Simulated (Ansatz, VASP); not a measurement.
## GdO in VASP and in Ansatz

File INCAR:

```
  PREC = Accurate
  ENCUT = 520
  EDIFF = 1E-7
  ISMEAR = -1
  SIGMA = 0.05
  LREAL = False
  LASPH = True
  NELM = 150
  ALGO = Normal
  ISIF = 2
  LWAVE = False
  LCHARG = False
  ISPIN = 2
  MAGMOM = 0 0
  LORBIT = 11
  NUPDOWN = 0.0
  LMAXMIX = 6
  GGA = PE
  NBANDS = 23
```

KPOINTS

```
regular mesh
0
Gamma
  7 7 7
```

File POSCAR:

```
GdO
1.0
    0.0000000000      2.7000000000      2.7000000000
    2.7000000000      0.0000000000      2.7000000000
    2.7000000000      2.7000000000      0.0000000000
Gd O
1 1
Direct
    0.0000000000      0.0000000000      0.0000000000
    0.7500000000      0.7500000000      0.7500000000
```

File input.yaml:

```yaml
crystal:
  lattice:
    - [0.0, 2.7, 2.7]
    - [2.7, 0.0, 2.7]
    - [2.7, 2.7, 0.0]
  atoms:
    - { symbol: Gd, position: [0.0, 0.0, 0.0] }
    - { symbol: O, position: [0.75, 0.75, 0.75] }
hamiltonian:
  xc: pbe
  pseudopotentials: { kind: paw }
magnetization:
  spin_polarized: true
  initial_magnetization: 0.0
  spin_locking: { lock_magnetization: hard }
kpoints:
  mp_grid: { grid: [7, 7, 7] }
scf:
  occupations: { method: fermi_dirac, width: 0.05 }
  lower_state_search: "off"
output:
  forces: true
  stress: true
  eigenvalues: true
```

Alike in both runs: task single point; functional PBE; k mesh 7 × 7 × 7; occupations fermi-dirac, width 0.05 eV; collinear spin; fixed moment 0 μB.

```csv
,VASP,Ansatz
version,VASP 6.6.1,Ansatz 0.2.0
potentials or method,"VASP PAW PBE potentials, release 64 (Gd, O)",Ansatz PAW
plane-wave cutoff (eV),520,420
valence electrons in the cell,24,24
```

VASP gave:

* pressure (GPa): -1.7
* size of the moment on the site where the two differ most (μB): 0.40

**Question.** What did Ansatz give for the same quantities?

**Answer.** Pressure (GPa): -4.5; size of the moment on the site where the two differ most (μB): 0.00.

Site moments also hang on the region over which each program counts them.

Spin-orbit coupling is off throughout.
